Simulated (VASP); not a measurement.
# Te2Mo (P6_3/mmc) in VASP: further runs

The runs below take Te2Mo through single point, relaxation of shape and atoms at fixed volume, with PBE+D3(BJ).

Program: VASP 6.6.1. These are calculated values, not measurements. Logs are shortened: lines on timing, memory, paths and dates and some standing lists are left out, and cuts for length are marked.

### 1 The cell of the first run

It takes space group P6_3/mmc (No. 194, hexagonal). Conventional cell: a = 3.523 Å, b = 3.523 Å, c = 14.034 Å, α = 90.00°, β = 90.00°, γ = 120.00°. Within 3.7 Å of Te (site symmetry 3m) lie 3 Mo at 2.72 Å and 7 Te at 3.52 to 3.63 Å. Mo (site symmetry -6m2) has 6 Te at 2.72 Å and 6 Mo at 3.52 Å within 3.6 Å.

### 2 Single point, PBE+D3(BJ) (25.14 Å³/atom)

File INCAR:

```
SYSTEM = Te2Mo
ALGO = Normal ; EDIFF = 1E-6
ENCUT = 520 ; GGA = PE
ISIF = 2 ; ISMEAR = 0
IVDW = 12 ; LASPH = .TRUE.
LCHARG = .FALSE. ; LREAL = .FALSE.
LWAVE = .FALSE. ; NBANDS = 35
NELM = 60 ; PREC = Accurate
SIGMA = 0.05
```

File KPOINTS:

```
k-points
0
G
  10 10 2
  0 0 0
```

File POSCAR:

```
Te2Mo
1.0
    3.5230975713      0.0000000000      0.0000000000
   -1.7615487857      3.0510919967      0.0000000000
    0.0000000000      0.0000000000     14.0343120007
Te Mo
4 2
Direct
    0.3333333333      0.6666666667      0.6207958630
    0.6666666667      0.3333333333      0.1207958630
    0.3333333333      0.6666666667      0.8792041370
    0.6666666667      0.3333333333      0.3792041370
    0.3333333333      0.6666666667      0.2500000000
    0.6666666667      0.3333333333      0.7500000000
```

Potentials or basis: VASP PAW PBE potentials, release 64 (Te, Mo_sv).

The run is started by

```console
$ cat potpaw_PBE.64/Te/POTCAR potpaw_PBE.64/Mo_sv/POTCAR > POTCAR
$ mpirun -np 1 vasp_std > vasp.out
```

OUTCAR:

```text
SYSTEM = Te2Mo
   EDIFF = 1E-6
   ENCUT = 520
   GGA = PE
   ISIF = 2
   ISMEAR = 0
   IVDW = 12
   LASPH = .TRUE.
   LREAL = .FALSE.
   NELM = 60
   PREC = Accurate
 IVDW          = 12

 ion  position               nearest neighbor table
   1  0.333  0.667  0.621-   6 2.72   6 2.72   6 2.72   3 3.63
   2  0.667  0.333  0.121-   5 2.72   5 2.72   5 2.72   4 3.63
   3  0.333  0.667  0.879-   6 2.72   6 2.72   6 2.72   1 3.63
   4  0.667  0.333  0.379-   5 2.72   5 2.72   5 2.72   2 3.63
   5  0.333  0.667  0.250-   2 2.72   4 2.72   2 2.72   4 2.72   2 2.72   4 2.72
   6  0.667  0.333  0.750-   1 2.72   3 2.72   1 2.72   3 2.72   1 2.72   3 2.72

  LATTYP: Found a hexagonal cell.
 ALAT       =     3.5230975713
 C/A-ratio  =     3.9835149940

  Lattice vectors:

 A1 = (   3.5230975713,   0.0000000000,   0.0000000000)
 A2 = (  -1.7615487857,   3.0510919967,   0.0000000000)
 A3 = (   0.0000000000,   0.0000000000,  14.0343120007)

Analysis of symmetry for initial positions (statically):
=====================================================================
 Subroutine PRICEL returns:
 Original cell was already a primitive cell.

 Routine SETGRP: Setting up the symmetry group for a
 hexagonal supercell.

 Subroutine GETGRP returns: Found 24 space group operations
 (whereof 12 operations were pure point group operations)
 out of a pool of 24 trial point group operations.

The static configuration has the point symmetry D_3d.
 The point group associated with its full space group is D_6h.

Analysis of symmetry for dynamics (positions and initial velocities):
=====================================================================
 Subroutine PRICEL returns:
 Original cell was already a primitive cell.

 Routine SETGRP: Setting up the symmetry group for a
 hexagonal supercell.

 Subroutine GETGRP returns: Found 24 space group operations
 (whereof 12 operations were pure point group operations)
 out of a pool of 24 trial point group operations.

The dynamic configuration has the point symmetry D_3d.
 The point group associated with its full space group is D_6h.

 Subroutine INISYM returns: Found 24 space group operations
 (whereof 12 operations are pure point group operations),
 and found     1 'primitive' translations

----------------------------------------------------------------------------------------

                                     Primitive cell

  volume of cell :     150.8590

  direct lattice vectors                    reciprocal lattice vectors
     3.523097571  0.000000000  0.000000000     0.283841131  0.163875754  0.000000000
    -1.761548786  3.051091997  0.000000000     0.000000000  0.327751507  0.000000000
     0.000000000  0.000000000 14.034312001     0.000000000  0.000000000  0.071253938

  length of vectors
     3.523097571  3.523097571 14.034312001     0.327751507  0.327751507  0.071253938

  position of ions in fractional coordinates (direct lattice)
     0.333333333  0.666666667  0.620795863
     0.666666667  0.333333333  0.120795863
     0.333333333  0.666666667  0.879204137
     0.666666667  0.333333333  0.379204137
     0.333333333  0.666666667  0.250000000
     0.666666667  0.333333333  0.750000000

  ion indices of the primitive-cell ions
   primitive index   ion index
                 1           1
                 2           2
                 3           3
                 4           4
                 5           5
                 6           6

----------------------------------------------------------------------------------------

 KPOINTS: k-points

Automatic generation of k-mesh.
 Grid dimensions read from file:
 generate k-points for:   10   10    2

 Generating k-lattice:

  Cartesian coordinates                     Fractional coordinates (reciprocal lattice)
     0.028384113  0.016387575  0.000000000     0.100000000  0.000000000  0.000000000
     0.000000000  0.032775151  0.000000000     0.000000000  0.100000000  0.000000000
     0.000000000  0.000000000  0.035626969     0.000000000  0.000000000  0.500000000

  Length of vectors
     0.032775151  0.032775151  0.035626969

  Shift w.r.t. Gamma in fractional coordinates (k-lattice)
     0.000000000  0.000000000  0.000000000

 Subroutine IBZKPT returns following result:
 ===========================================

 Found     28 irreducible k-points:

 Following reciprocal coordinates:
            Coordinates               Weight
  0.000000  0.000000  0.000000      1.000000
  0.100000 -0.000000  0.000000      6.000000
  0.200000 -0.000000  0.000000      6.000000
  0.300000  0.000000  0.000000      6.000000
  0.400000 -0.000000  0.000000      6.000000
  0.500000  0.000000  0.000000      3.000000
[... 16 lines left out ...]
  0.300000  0.100000  0.500000     12.000000
  0.400000  0.100000  0.500000     12.000000
 [... further k-points ...]
   k-points           NKPTS =     28   k-points in BZ     NKDIM =     28   number of bands    NBANDS=     35
   number of dos      NEDOS =    301   number of ions     NIONS =      6
   total plane-waves  NPLWV =  84672
   dimension x,y,z NGX =    28 NGY =   28 NGZ =  108
   dimension x,y,z NGXF=    56 NGYF=   56 NGZF=  216
   ions per type =               4   2
   NGX,Y,Z   is equivalent  to a cutoff of  13.21, 13.21, 12.79 a.u.
   NGXF,Y,Z  is equivalent  to a cutoff of  26.42, 26.42, 25.59 a.u.
 SYSTEM =  Te2Mo
   PREC   = accura    normal or accurate (medium, high low for compatibility)
   ISTART =      0    job   : 0-new  1-cont  2-samecut
   ICHARG =      2    charge: 1-file 2-atom 10-const
   ISPIN  =      1    spin polarized calculation?
   LNONCOLLINEAR =      F non collinear calculations
   LSORBIT =      F    spin-orbit coupling
   LASPH  =      T    aspherical Exc in radial PAW
   ENCUT  =  520.0 eV  38.22 Ry    6.18 a.u.   6.55  6.55 26.09*2*pi/ulx,y,z
   NELM   =     60;   NELMIN=  2; NELMDL= -5     # of ELM steps
   EDIFF  = 0.1E-05   stopping-criterion for ELM
   LREAL  =      F    real-space projection
[... 7 lines left out ...]
   TEBEG  =    0.0;   TEEND  =   0.0 temperature during run
   PSTRESS=    0.0 pullay stress
   NELECT =      52.0000    total number of electrons
   NUPDOWN=      -1.0000    fix difference up-down
   EMIN   =  10.00;   EMAX   =-10.00  energy-range for DOS
   EFERMI =   0.00;   METHOD = LEGACY
   ISMEAR =     0;   SIGMA  =   0.05  broadening in eV -4-tet -1-fermi 0-gaus
   EFERMI_NEDOS =   21; number of points for ismear=-14 and -15
   IALGO  =     38    algorithm
   IMIX   =      4    mixing-type and parameters
     AMIX     =   0.40;   BMIX     =  1.00
     AMIX_MAG =   1.60;   BMIX_MAG =  1.00
  volume/ion in A,a.u.               =      25.14       169.67
  Fermi-wavevector in a.u.,A,eV,Ry     =   1.147851  2.169124 17.926523  1.317562
  Thomas-Fermi vector in A             =   2.284529
   LORBIT       =      0    0 simple, 1 ext, 2 COOP (PROOUT), +10 PAW based schemes
   GGA     = PE    functional components
   LHFCALC =     F    Hartree Fock is set to
   AEXX    =    0.0000 exact exchange contribution
   IVDW    =    12    specifies the selected vdW correction
   LEPSILON=     F    determine dielectric tensor
   LRPA    =     F    only Hartree local field effects (RPA)
 non-spin polarized calculation
 Gauss-broadening in eV      SIGMA  =   0.05
  energy-cutoff  :      520.00
  volume of cell :      150.86
 maximum number of plane-waves:      4145
 NGX is ok and might be reduce to    28
   NGX = 13   NGY = 13   NGZ = 53

 number of electron      51.9999998 magnetization

 Free energy of the ion-electron system (eV)
  ---------------------------------------------------
  ext. energy  EPLUGINS =         0.00000000
  ---------------------------------------------------
  free energy    TOTEN  =       -36.00555986 eV

  energy without entropy =      -36.00555986  energy(sigma->0) =      -36.00555986

 E-fermi :   8.4034     XC(G=0): -10.4114

 val. band max:        8.0409232857   @ k =   0.0000   0.0000   0.0000
 cond. band min:       8.7581980971   @ k =   0.2000   0.2000   0.0000
 fundamental gap:      0.7172748114
 Fermi energy:         8.4034252760

 k-point     1 :       0.0000    0.0000    0.0000
  band No.  band energies     occupation
      1     -52.7625      2.00000
      2     -52.7625      2.00000
      3     -26.9252      2.00000
      4     -26.9251      2.00000
      5     -26.8017      2.00000
      6     -26.8017      2.00000
[... 27 lines left out ...]
     34      11.4103      0.00000
     35      13.7141      0.00000

 k-point     2 :       0.1000   -0.0000    0.0000
  band No.  band energies     occupation
      1     -52.7615      2.00000
      2     -52.7615      2.00000
      3     -26.9225      2.00000
      4     -26.9225      2.00000
      5     -26.8139      2.00000
      6     -26.8139      2.00000
[... 27 lines left out ...]
     34      11.2320      0.00000
     35      14.2564      0.00000

 k-point     3 :       0.2000   -0.0000    0.0000
  band No.  band energies     occupation
      1     -52.7592      2.00000
      2     -52.7592      2.00000
      3     -26.9155      2.00000
      4     -26.9155      2.00000
      5     -26.8459      2.00000
      6     -26.8459      2.00000
[... 27 lines left out ...]
     34      11.5161      0.00000
     35      14.3433      0.00000
[... 723 lines left out ...]
 k-point    23 :       0.3000    0.1000    0.5000
  band No.  band energies     occupation
      1     -52.7546      2.00000
      2     -52.7546      2.00000
      3     -26.9019      2.00000
      4     -26.9019      2.00000
      5     -26.9016      2.00000
      6     -26.9016      2.00000
[... 27 lines left out ...]
     34      11.4416      0.00000
     35      13.4117      0.00000

 k-point    24 :       0.4000    0.1000    0.5000
  band No.  band energies     occupation
      1     -52.7529      2.00000
      2     -52.7529      2.00000
      3     -26.9219      2.00000
      4     -26.9219      2.00000
      5     -26.8971      2.00000
      6     -26.8971      2.00000
[... 27 lines left out ...]
     34      11.3057      0.00000
     35      12.5466      0.00000

 [... further k-points ...]

------------------------ aborting loop because EDIFF is reached ----------------------------------------

 Edisp (eV)   -3.19652

 E8    (eV) :    -1.4740

  FORCE on cell =-STRESS in cart. coord.  units (eV):
  Direction    XX          YY          ZZ          XY          YZ          ZX
  --------------------------------------------------------------------------------------
  -------------------------------------------------------------------------------------
  Total      -1.40631    -1.40631    -1.32413     0.00000     0.00000     0.00000
  in kB     -14.93554   -14.93554   -14.06275     0.00000     0.00000     0.00000
  external pressure =      -14.64 kB  Pullay stress =        0.00 kB

 VOLUME and BASIS-vectors are now :
 -----------------------------------------------------------------------------
  energy-cutoff  :      520.00
  volume of cell :      150.86
      direct lattice vectors                 reciprocal lattice vectors
     3.523097571  0.000000000  0.000000000     0.283841131  0.163875754  0.000000000
    -1.761548786  3.051091997  0.000000000     0.000000000  0.327751507  0.000000000
     0.000000000  0.000000000 14.034312001     0.000000000  0.000000000  0.071253938

 POSITION                                       TOTAL-FORCE (eV/Angst)
 -----------------------------------------------------------------------------------
     -0.00000      2.03406      8.71244        -0.000000     -0.000000     -0.013773
      1.76155      1.01703      1.69529        -0.000000      0.000000     -0.013773
     -0.00000      2.03406     12.33903        -0.000000     -0.000000      0.013773
      1.76155      1.01703      5.32187        -0.000000      0.000000      0.013773
     -0.00000      2.03406      3.50858        -0.000000      0.000000     -0.000000
      1.76155      1.01703     10.52573         0.000000     -0.000000     -0.000000
 -----------------------------------------------------------------------------------
    total drift:                               -0.000000      0.000000     -0.000000

  FREE ENERGIE OF THE ION-ELECTRON SYSTEM (eV)
  ---------------------------------------------------
  free  energy   TOTEN  =       -39.2020774610 eV

  energy  without entropy=      -39.2020774610  energy(sigma->0) =      -39.20207746
```

It took 2 min on 1 thread of Intel Xeon Platinum 8488C (Sapphire Rapids), shared host; peak memory 0.34 GiB.

Results:

```
Free energy                : -39.2021 eV
Pressure                   : -1.5 GPa
Largest force              : 0.014 eV/Å
Band gap on the k mesh     : 0.72 eV (least direct gap 1.15 eV)
Dispersion energy per atom : -0.533 eV
```

Forces in eV/Å, atoms in the order of the input:
```
Te   0.000  0.000 -0.014
Te   0.000  0.000 -0.014
Te   0.000  0.000  0.014
Te   0.000  0.000  0.014
Mo   0.000  0.000  0.000
Mo   0.000  0.000  0.000
```

Stress tensor (GPa, compression positive):
```
-1.49  0.00  0.00
 0.00 -1.49  0.00
 0.00  0.00 -1.41
```

Levels at points of the mesh, in eV from the valence-band top:
| k point | band 24 | band 25 | band 26 | band 27 | band 28 | band 29 |
| --- | --- | --- | --- | --- | --- | --- |
| (0.00, 0.00, 0.00) | -0.97 | -0.34 | 0.00 | 2.90 | 2.90 | 3.04 |
| (0.50, 0.00, 0.00) | -0.93 | -0.57 | -0.28 | 1.29 | 1.34 | 1.47 |
| (0.00, 0.00, 0.50) | -0.99 | -0.08 | -0.08 | 2.94 | 2.94 | 2.94 |
| (0.50, 0.00, 0.50) | -0.94 | -0.43 | -0.43 | 1.31 | 1.31 | 1.65 |

Caveat: spin-orbit coupling is left out, which moves the levels of the heavy elements.

(Part 1 of 2 ends here.)

The gap in the log of VASP goes by the Fermi energy; the results here count the filled bands.